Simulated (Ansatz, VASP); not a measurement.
## Cd2S in VASP and in Ansatz

```xyz
3
Lattice="3.9613 0.0000 0.0000 -1.9807 3.4306 0.0000 0.0000 0.0000 5.8074" Properties=species:S:1:pos:R:3 pbc="T T T"
Cd    1.9807    1.1435    3.3516
Cd    0.0000    2.2871    5.4227
S     0.0000    2.2871    2.1271
```

Alike in both runs: functional PBE; k mesh 12 × 12 × 6; occupations gaussian, width 0.01 eV; no spin polarisation.

Ansatz relaxed the structure, and its values are those at the end. VASP's run is a single point on that final structure, the one shown.

|  | VASP | Ansatz |
| --- | --- | --- |
| version | VASP 6.6.1 | Ansatz 0.2.0 |
| potentials or method | VASP PAW PBE potentials, release 64 (Cd, S), cutoff 520 eV | scalar-relativistic, plane waves, PAW |
| valence electrons in the cell | 30 | 46 |

Ansatz gave:

| Property | Result |
| --- | --- |
| gap on the k mesh at the Fermi level (eV) | 0.12 |
| least direct gap on the mesh (eV) | 0.37 |
| pressure (GPa) | 0.0 |
| rms of the force components (eV/Å) | 0.000 |

Question: Estimate VASP's values.

Answer: gap on the k mesh at the Fermi level (eV): 0.12; least direct gap on the mesh (eV): 0.37; pressure (GPa): 0.3; rms of the force components (eV/Å): 0.011.

With one functional, cell and mesh, what is left measures potentials, basis and numerics. VASP's potentials hold 30 valence electrons a cell and Ansatz's 46, so a difference there can come from the potentials and not from the codes.
